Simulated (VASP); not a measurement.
# ReP (Fm-3m) in VASP: settings compared

Aim: see how the results for ReP move with the level of theory and the settings. Levels: r2SCAN, PBE. Tasks: single point.

All numbers are computed with VASP 6.6.1; they aren't measurements. Logs are shortened: lines on timing, memory, paths and dates and some standing lists are left out, and cuts for length are marked.

### 1 The cell of the first run

Symmetry: Fm-3m, No. 225, cubic system. Conventional cell: a = 4.916 Å, b = 4.916 Å, c = 4.916 Å, α = 90.00°, β = 90.00°, γ = 90.00°. Within 3.2 Å of Re (site symmetry m-3m) lie 6 P at 2.46 Å. P (site symmetry m-3m) has 6 Re at 2.46 Å within 3.2 Å.

### 2 Single point, r2SCAN

Input file POSCAR:

```
ReP
1.0
    0.0000000000      2.4579799456      2.4579799456
    2.4579799456      0.0000000000      2.4579799456
    2.4579799456      2.4579799456      0.0000000000
Re P
1 1
Direct
    0.5000000000      0.5000000000      0.5000000000
    0.0000000000      0.0000000000      0.0000000000
```

Input file INCAR.step1:

```
ALGO     = Normal         # electronic algorithm
EDIFF    = 1E-5           # SCF threshold, eV
ENCUT    = 610            # plane-wave cutoff, eV
GGA      = PE             # functional
GGA_COMPAT= False        
ISMEAR   = 0              # smearing method
LASPH    = True           # aspherical terms in the spheres
LCHARG   = False          # write CHGCAR
LREAL    = False          # projectors in reciprocal space
LWAVE    = True           # write WAVECAR
NBANDS   = 17             # bands
NELM     = 120            # most SCF steps
PREC     = Accurate       # precision mode
SIGMA    = 0.05           # smearing width, eV
```

Input file INCAR.step2:

```
ALGO     = Normal         # electronic algorithm
EDIFF    = 1E-6           # SCF threshold, eV
ENCUT    = 610            # plane-wave cutoff, eV
GGA_COMPAT= False        
ISIF     = 2              # what is computed and relaxed
ISMEAR   = 0              # smearing method
ISTART   = 1            
LASPH    = True           # aspherical terms in the spheres
LCHARG   = True           # write CHGCAR
LELF     = True           # ELF
LMIXTAU  = True         
LREAL    = False          # projectors in reciprocal space
LVHAR    = True         
LWAVE    = False          # write WAVECAR
METAGGA  = R2SCAN         # meta-GGA
NBANDS   = 17             # bands
NELM     = 120            # most SCF steps
PREC     = Accurate       # precision mode
SIGMA    = 0.05           # smearing width, eV
```

Input file KPOINTS:

```
k-points
0
Gamma
  12 12 12
```

Potentials or basis: VASP PAW PBE potentials, release 64 (Re_sv_GW, P).

Started as:

```bash
$ cat potpaw_PBE.64/Re_sv_GW/POTCAR potpaw_PBE.64/P/POTCAR > POTCAR
$ cp INCAR.step1 INCAR
$ mpirun -np 1 vasp_std > vasp.out
$ cp INCAR.step2 INCAR
$ mpirun -np 1 vasp_std > vasp.out
```

OUTCAR:

```text
EDIFF = 1E-6
   ENCUT = 610
   ISIF = 2
   ISMEAR = 0
   ISTART = 1
   LASPH = True
   LREAL = False
   METAGGA = R2SCAN
   NELM = 120
   PREC = Accurate

 ion  position               nearest neighbor table
   1  0.500  0.500  0.500-   2 2.46   2 2.46   2 2.46   2 2.46   2 2.46   2 2.46
   2  0.000  0.000  0.000-   1 2.46   1 2.46   1 2.46   1 2.46   1 2.46   1 2.46

  LATTYP: Found a face centered cubic cell.
 ALAT       =     4.9159598912

  Lattice vectors:

 A1 = (   0.0000000000,   2.4579799456,   2.4579799456)
 A2 = (   2.4579799456,   0.0000000000,   2.4579799456)
 A3 = (   2.4579799456,   2.4579799456,   0.0000000000)

Analysis of symmetry for initial positions (statically):
=====================================================================
 Subroutine PRICEL returns:
 Original cell was already a primitive cell.

 Routine SETGRP: Setting up the symmetry group for a
 face centered cubic supercell.

 Subroutine GETGRP returns: Found 48 space group operations
 (whereof 48 operations were pure point group operations)
 out of a pool of 48 trial point group operations.

The static configuration has the point symmetry O_h .

Analysis of symmetry for dynamics (positions and initial velocities):
=====================================================================
 Subroutine PRICEL returns:
 Original cell was already a primitive cell.

 Routine SETGRP: Setting up the symmetry group for a
 face centered cubic supercell.

 Subroutine GETGRP returns: Found 48 space group operations
 (whereof 48 operations were pure point group operations)
 out of a pool of 48 trial point group operations.

The dynamic configuration has the point symmetry O_h .

 Subroutine INISYM returns: Found 48 space group operations
 (whereof 48 operations are pure point group operations),
 and found     1 'primitive' translations

----------------------------------------------------------------------------------------

                                     Primitive cell

  volume of cell :      29.7006

  direct lattice vectors                    reciprocal lattice vectors
     0.000000000  2.457979946  2.457979946    -0.203419072  0.203419072  0.203419072
     2.457979946  0.000000000  2.457979946     0.203419072 -0.203419072  0.203419072
     2.457979946  2.457979946  0.000000000     0.203419072  0.203419072 -0.203419072

  length of vectors
     3.476108575  3.476108575  3.476108575     0.352332168  0.352332168  0.352332168

  position of ions in fractional coordinates (direct lattice)
[... 66 lines left out ...]
   ions per type =               1   1
   NGX,Y,Z   is equivalent  to a cutoff of  13.39, 13.39, 13.39 a.u.
   NGXF,Y,Z  is equivalent  to a cutoff of  26.78, 26.78, 26.78 a.u.
 SYSTEM =  unknown system
   PREC   = accura    normal or accurate (medium, high low for compatibility)
   ISTART =      1    job   : 0-new  1-cont  2-samecut
   ICHARG =      0    charge: 1-file 2-atom 10-const
   ISPIN  =      1    spin polarized calculation?
   LNONCOLLINEAR =      F non collinear calculations
   LSORBIT =      F    spin-orbit coupling
   LASPH  =      T    aspherical Exc in radial PAW
   ENCUT  =  610.0 eV  44.83 Ry    6.70 a.u.   7.00  7.00  7.00*2*pi/ulx,y,z
   NELM   =    120;   NELMIN=  2; NELMDL=  0     # of ELM steps
   EDIFF  = 0.1E-05   stopping-criterion for ELM
   LREAL  =      F    real-space projection
[... 7 lines left out ...]
   TEBEG  =    0.0;   TEEND  =   0.0 temperature during run
   PSTRESS=    0.0 pullay stress
   NELECT =      20.0000    total number of electrons
   NUPDOWN=      -1.0000    fix difference up-down
   EMIN   =  10.00;   EMAX   =-10.00  energy-range for DOS
   EFERMI =   0.00;   METHOD = LEGACY
   ISMEAR =     0;   SIGMA  =   0.05  broadening in eV -4-tet -1-fermi 0-gaus
   EFERMI_NEDOS =   21; number of points for ismear=-14 and -15
   IALGO  =     38    algorithm
   IMIX   =      4    mixing-type and parameters
     AMIX     =   0.40;   BMIX     =  1.00
     AMIX_MAG =   1.60;   BMIX_MAG =  1.00
  volume/ion in A,a.u.               =      14.85       100.21
  Fermi-wavevector in a.u.,A,eV,Ry     =   1.434927  2.711619 28.014609  2.059016
  Thomas-Fermi vector in A             =   2.554282
   LORBIT       =      0    0 simple, 1 ext, 2 COOP (PROOUT), +10 PAW based schemes
   METAGGA = R2SCAN    functional components
   LHFCALC =     F    Hartree Fock is set to
   AEXX    =    0.0000 exact exchange contribution
   IVDW    =     0    specifies the selected vdW correction
   LEPSILON=     F    determine dielectric tensor
   LRPA    =     F    only Hartree local field effects (RPA)
 non-spin polarized calculation
 Gauss-broadening in eV      SIGMA  =   0.05
  energy-cutoff  :      610.00
  volume of cell :       29.70
 maximum number of plane-waves:      1036
   NGX = 13   NGY = 13   NGZ = 13

 number of electron      19.9999999 magnetization

 Free energy of the ion-electron system (eV)
  ---------------------------------------------------
  ext. energy  EPLUGINS =         0.00000000
  ---------------------------------------------------
  free energy    TOTEN  =       -61.75695339 eV

  energy without entropy =      -61.75435114  energy(sigma->0) =      -61.75565227

 E-fermi :  11.5250     XC(G=0): -13.5565

 val. band max:       11.5098101713   @ k =   0.5000   0.2500   0.0000
 cond. band min:      11.5385604368   @ k =  -0.0833   0.0833   0.0000
 fundamental gap:      0.0287502655
 Fermi energy:        11.5249887966

 k-point     1 :       0.0000    0.0000    0.0000
  band No.  band energies     occupation
      1     -70.8054      2.00000
      2     -31.9918      2.00000
      3     -31.9918      2.00000
      4     -31.9918      2.00000
      5      -3.7839      2.00000
      6       8.5755      2.00000
[... 457 lines left out ...]
      4     -32.0150      2.00000
      5      -0.4272      2.00000
      6       3.0921      2.00000
[... 9 lines left out ...]
     16      21.0809      0.00000
     17      22.8799      0.00000

 [... further k-points ...]
[... 5 lines left out ...]
  --------------------------------------------------------------------------------------
  -------------------------------------------------------------------------------------
  Total       -0.7536119     -0.7536119     -0.7536119      0.0000000      0.0000000      0.0000000
  in kB      -40.6530656    -40.6530656    -40.6530656      0.0000000      0.0000000      0.0000000
  external PRESSURE =     -40.6530656 kB  Pullay stress =       0.0000000 kB

 VOLUME and BASIS-vectors are now :
 -----------------------------------------------------------------------------
  energy-cutoff  :      610.00
  volume of cell :       29.70
      direct lattice vectors                 reciprocal lattice vectors
     0.000000000  2.457979946  2.457979946    -0.203419072  0.203419072  0.203419072
     2.457979946  0.000000000  2.457979946     0.203419072 -0.203419072  0.203419072
     2.457979946  2.457979946  0.000000000     0.203419072  0.203419072 -0.203419072

 POSITION                                       TOTAL-FORCE (eV/Angst)
 -----------------------------------------------------------------------------------
      2.45798      2.45798      2.45798         0.000000      0.000000      0.000000
      0.00000      0.00000      0.00000         0.000000     -0.000000     -0.000000
 -----------------------------------------------------------------------------------
    total drift:                                0.000000      0.000000      0.000000

  FREE ENERGIE OF THE ION-ELECTRON SYSTEM (eV)
  ---------------------------------------------------
  free  energy   TOTEN  =       -61.7569533941 eV

  energy  without entropy=      -61.7543511367  energy(sigma->0) =      -61.75565227
```

OUTCAR.step1:

```text
EDIFF = 1E-5
   ENCUT = 610
   GGA = PE
   ISMEAR = 0
   LASPH = True
[... 700 lines left out ...]
 -----------------------------------------------------------------------------------
      2.45798      2.45798      2.45798         0.000000      0.000000      0.000000
      0.00000      0.00000      0.00000        -0.000000     -0.000000     -0.000000
 -----------------------------------------------------------------------------------
    total drift:                                0.000000      0.000000      0.000000

  FREE ENERGIE OF THE ION-ELECTRON SYSTEM (eV)
  ---------------------------------------------------
  free  energy   TOTEN  =       -18.2035562871 eV

  energy  without entropy=      -18.2007218344  energy(sigma->0) =      -18.20213906
```

OSZICAR.step1:

```text
N       E                     dE             d eps       ncg     rms          rms(c)
DAV:   1     0.152785659908E+03    0.15279E+03   -0.13654E+04  2480   0.128E+03
DAV:   2    -0.132616764637E+02   -0.16605E+03   -0.16273E+03  3272   0.334E+02
DAV:   3    -0.204244871548E+02   -0.71628E+01   -0.71291E+01  2930   0.629E+01
DAV:   4    -0.204996279095E+02   -0.75141E-01   -0.75128E-01  3136   0.655E+00
DAV:   5    -0.205002258255E+02   -0.59792E-03   -0.59789E-03  3069   0.519E-01    0.787E+01
DAV:   6    -0.183137637225E+02    0.21865E+01   -0.10297E+01  2532   0.178E+01    0.583E+01
DAV:   7    -0.182907189951E+02    0.23045E-01   -0.13878E+00  2547   0.714E+00    0.285E+00
DAV:   8    -0.182027972560E+02    0.87922E-01   -0.24144E-01  2672   0.307E+00    0.174E+00
DAV:   9    -0.182035778763E+02   -0.78062E-03   -0.10773E-02  3073   0.811E-01    0.283E+00
DAV:  10    -0.182036164644E+02   -0.38588E-04   -0.93030E-04  2701   0.278E-01    0.170E+00
DAV:  11    -0.182035713100E+02    0.45154E-04   -0.44957E-04  2624   0.140E-01    0.223E-01
DAV:  12    -0.182035591150E+02    0.12195E-04   -0.97271E-05  2574   0.582E-02    0.304E-01
DAV:  13    -0.182035562871E+02    0.28279E-05   -0.16538E-05  1430   0.240E-02
   1 F= -.18203556E+02 E0= -.18202139E+02  d E =-.283445E-02
```

It took 2 min on 1 thread of Intel Xeon Platinum 8488C (Sapphire Rapids), shared host; peak memory 0.2 GiB.

Results:

```
Free energy            : -61.7570 eV
Pressure               : -4.1 GPa
Band gap on the k mesh : zero (bands 10 and 11 overlap by 0.83 eV)
```

Caveat: the cell stands under tension; the PAW data sets were made with another functional, which shifts forces and pressure a little; spin-orbit coupling is left out, which moves the levels of the heavy elements.

### 3 Single point, PBE (14.03 Å³/atom)

This run uses another cell than the first one, of 14.03 Å³/atom.

Input file INCAR:

```
PREC     = Accurate       # precision mode
ENCUT    = 560            # plane-wave cutoff, eV
EDIFF    = 1E-6           # SCF threshold, eV
ISMEAR   = 0              # smearing method
SIGMA    = 0.05           # smearing width, eV
LREAL    = False          # projectors in reciprocal space
LASPH    = True           # aspherical terms in the spheres
NELM     = 120            # most SCF steps
ALGO     = Normal         # electronic algorithm
ISIF     = 2              # what is computed and relaxed
LWAVE    = False          # write WAVECAR
LCHARG   = True           # write CHGCAR
GGA      = PE             # functional
LELF     = True           # ELF
LVHAR    = True         
NBANDS   = 17             # bands
GGA_COMPAT= False
```

Input file KPOINTS:

```
Automatic mesh
0
Gamma
  12 12 12
```

Input file POSCAR:

```
ReP
1.0
    0.0000000000      2.4120646174      2.4120646174
    2.4120646174      0.0000000000      2.4120646174
    2.4120646174      2.4120646174      0.0000000000
Re P
1 1
Direct
    0.5000000000      0.5000000000      0.5000000000
    0.0000000000      0.0000000000      0.0000000000
```

Potentials or basis: VASP PAW PBE potentials, release 64 (Re_sv_GW, P).

Started as:

```bash
$ cat potpaw_PBE.64/Re_sv_GW/POTCAR potpaw_PBE.64/P/POTCAR > POTCAR
$ mpirun -np 1 vasp_std > vasp.out
```

OUTCAR:

```text
PREC = Accurate
   ENCUT = 560
   EDIFF = 1E-6
   ISMEAR = 0
   LREAL = False
   LASPH = True
   NELM = 120
   ISIF = 2
   GGA = PE

 ion  position               nearest neighbor table
   1  0.500  0.500  0.500-   2 2.41   2 2.41   2 2.41   2 2.41   2 2.41   2 2.41
   2  0.000  0.000  0.000-   1 2.41   1 2.41   1 2.41   1 2.41   1 2.41   1 2.41

  LATTYP: Found a face centered cubic cell.
 ALAT       =     4.8241292348

  Lattice vectors:

 A1 = (   0.0000000000,   2.4120646174,   2.4120646174)
 A2 = (   2.4120646174,   0.0000000000,   2.4120646174)
 A3 = (   2.4120646174,   2.4120646174,   0.0000000000)

Analysis of symmetry for initial positions (statically):
=====================================================================
 Subroutine PRICEL returns:
 Original cell was already a primitive cell.

 Routine SETGRP: Setting up the symmetry group for a
 face centered cubic supercell.

 Subroutine GETGRP returns: Found 48 space group operations
 (whereof 48 operations were pure point group operations)
 out of a pool of 48 trial point group operations.

The static configuration has the point symmetry O_h .

Analysis of symmetry for dynamics (positions and initial velocities):
=====================================================================
 Subroutine PRICEL returns:
 Original cell was already a primitive cell.

 Routine SETGRP: Setting up the symmetry group for a
 face centered cubic supercell.

 Subroutine GETGRP returns: Found 48 space group operations
 (whereof 48 operations were pure point group operations)
 out of a pool of 48 trial point group operations.

The dynamic configuration has the point symmetry O_h .

 Subroutine INISYM returns: Found 48 space group operations
 (whereof 48 operations are pure point group operations),
 and found     1 'primitive' translations

----------------------------------------------------------------------------------------

[... 106 lines left out ...]
   EFERMI =   0.00;   METHOD = LEGACY
   ISMEAR =     0;   SIGMA  =   0.05  broadening in eV -4-tet -1-fermi 0-gaus
   EFERMI_NEDOS =   21; number of points for ismear=-14 and -15
   IALGO  =     38    algorithm
   IMIX   =      4    mixing-type and parameters
     AMIX     =   0.40;   BMIX     =  1.00
     AMIX_MAG =   1.60;   BMIX_MAG =  1.00
  volume/ion in A,a.u.               =      14.03        94.70
  Fermi-wavevector in a.u.,A,eV,Ry     =   1.462242  2.763237 29.091316  2.138151
  Thomas-Fermi vector in A             =   2.578478
   LORBIT       =      0    0 simple, 1 ext, 2 COOP (PROOUT), +10 PAW based schemes
   GGA     = PE    functional components
   LHFCALC =     F    Hartree Fock is set to
   AEXX    =    0.0000 exact exchange contribution
   IVDW    =     0    specifies the selected vdW correction
   LEPSILON=     F    determine dielectric tensor
   LRPA    =     F    only Hartree local field effects (RPA)
 non-spin polarized calculation
 Gauss-broadening in eV      SIGMA  =   0.05
  energy-cutoff  :      560.00
  volume of cell :       28.07
 maximum number of plane-waves:       872
 NGX is ok and might be reduce to    28
   NGX = 13   NGY = 13   NGZ = 13

 number of electron      20.0000001 magnetization

 Free energy of the ion-electron system (eV)
  ---------------------------------------------------
  ext. energy  EPLUGINS =         0.00000000
  ---------------------------------------------------
  free energy    TOTEN  =       -18.13483706 eV

  energy without entropy =      -18.13192168  energy(sigma->0) =      -18.13337937

 E-fermi :  12.5089     XC(G=0): -12.9543

 val. band max:       12.4907932384   @ k =   0.5000   0.2500   0.0000
 cond. band min:      12.5209464001   @ k =   0.0833   0.0833   0.0000
 fundamental gap:      0.0301531617
 Fermi energy:        12.5088872889

 k-point     1 :       0.0000    0.0000    0.0000
  band No.  band energies     occupation
      1     -67.7845      2.00000
      2     -29.6656      2.00000
      3     -29.6656      2.00000
      4     -29.6656      2.00000
      5      -2.5912      2.00000
      6       9.3887      2.00000
[... 457 lines left out ...]
      4     -29.6923      2.00000
      5       0.9027      2.00000
      6       3.9996      2.00000
[... 9 lines left out ...]
     16      22.0115      0.00000
     17      23.6972      0.00000

 [... further k-points ...]
[... 5 lines left out ...]
  --------------------------------------------------------------------------------------
  -------------------------------------------------------------------------------------
  Total        2.2877192      2.2877192      2.2877192      0.0000000      0.0000000     -0.0000000
  in kB      130.5919767    130.5919767    130.5919767      0.0000000      0.0000000     -0.0000000
  external PRESSURE =     130.5919767 kB  Pullay stress =       0.0000000 kB

 VOLUME and BASIS-vectors are now :
 -----------------------------------------------------------------------------
  energy-cutoff  :      560.00
  volume of cell :       28.07
      direct lattice vectors                 reciprocal lattice vectors
     0.000000000  2.412064617  2.412064617    -0.207291296  0.207291296  0.207291296
     2.412064617  0.000000000  2.412064617     0.207291296 -0.207291296  0.207291296
     2.412064617  2.412064617  0.000000000     0.207291296  0.207291296 -0.207291296

 POSITION                                       TOTAL-FORCE (eV/Angst)
 -----------------------------------------------------------------------------------
      2.41206      2.41206      2.41206         0.000000      0.000000      0.000000
      0.00000      0.00000      0.00000        -0.000000     -0.000000     -0.000000
 -----------------------------------------------------------------------------------
    total drift:                                0.000000      0.000000      0.000000

  FREE ENERGIE OF THE ION-ELECTRON SYSTEM (eV)
  ---------------------------------------------------
  free  energy   TOTEN  =       -18.1348370581 eV

  energy  without entropy=      -18.1319216779  energy(sigma->0) =      -18.13337937
```

stdout:

```text
POSCAR found type information on POSCAR ReP
 POSCAR found :  2 types and       2 ions
 scaLAPACK will be used
 LDA part: xc-table for (Slater+PW92), standard interpolation
 POSCAR, INCAR and KPOINTS ok, starting setup
 FFT: planning ... GRIDC
 FFT: planning ... GRID_SOFT
 FFT: planning ... GRID
 WAVECAR not read
 entering main loop
```

Run time: 32 s. Hardware: 1 thread of Intel Xeon Platinum 8488C (Sapphire Rapids), shared host; peak memory 0.19 GiB.

Results:

```yaml
Free_energy: -18.1348 eV
Pressure: 13.1 GPa
Band_gap_on_the_k_mesh: zero (bands 10 and 11 overlap by 0.84 eV)
```

Levels at points of the mesh, in eV from the Fermi level:
```csv
k point,band 7,band 8,band 9,band 10,band 11,band 12,band 13,band 14
"(0.00, 0.00, 0.00)",-3.12,-3.12,-2.64,-2.64,-0.33,-0.33,-0.33,6.75
"(0.50, 0.00, 0.00)",-5.92,-5.92,-0.23,-0.23,0.69,3.21,6.24,6.24
"(0.50, 0.50, 0.00)",-5.21,-2.62,-2.62,-1.42,0.58,0.58,0.58,5.01
```

Caveat: the cell stands under pressure; spin-orbit coupling is left out, which moves the levels of the heavy elements.

The gap in the log of VASP goes by the Fermi energy; the results here count the filled bands.